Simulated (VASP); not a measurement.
BAs:

```
B As
1.0
     2.92516    0.00000    0.00000
     0.00000    2.92516    0.00000
     0.00000    0.00000    2.92516
B As
1 1
Direct
  0.00000 0.00000 0.00000
  0.50000 0.50000 0.50000
```

Program: VASP 6.6.1. Alike in all runs: task single point; potentials or basis VASP PAW PBE potentials, release 64 (B, As); cell as given; cutoff (eV) 520; smearing fermi-dirac 0.02 eV. Hardware: 1 thread of Intel(R) Xeon(R) Platinum 8559C (Emerald Rapids) (shared host).

Question: Order these runs on this cell by their wall time, lowest first.
A. level r2SCAN; spin off; k mesh 6 × 6 × 6, shifted
B. level r2SCAN+D3(BJ); spin off; k mesh 6 × 6 × 6
C. level r2SCAN; spin collinear, zero start; k mesh 6 × 6 × 6

Answer: B (13 s), C (32 s), A (110 s).
